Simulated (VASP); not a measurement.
Crystal: Pt.

```xyz
1
Lattice="0.0000 1.9596 1.9596 1.9596 0.0000 1.9596 1.9596 1.9596 0.0000" Properties=species:S:1:pos:R:3 pbc="T T T"
Pt    0.0000    0.0000    0.0000
```

Base run:

* Program: VASP 6.6.1
* Functional: PBEsol
* Potentials or basis: VASP PAW PBE potentials, release 64 (Pt)
* Cutoff: 520 eV
* k mesh: 18 × 18 × 18
* Occupations: fermi-dirac, width 0.08 eV
* Spin: no spin polarisation

Its results: pressure -0.4 GPa.

**Question.** The run is repeated on the same cell with these changes: spin from no spin polarisation to non-collinear spin, zero start, spin-orbit coupling; further incar settings from ALGO = Normal; EDIFF = 1e-07; NBANDS = 11 to ALGO = Normal; EDIFF = 1e-06; NBANDS = 21. What comes out?

**Answer.** Pressure 0.3 GPa; net moment 0.00 μB per cell.

Caveats: the PAW data sets were made with another functional, which shifts forces and pressure a little.
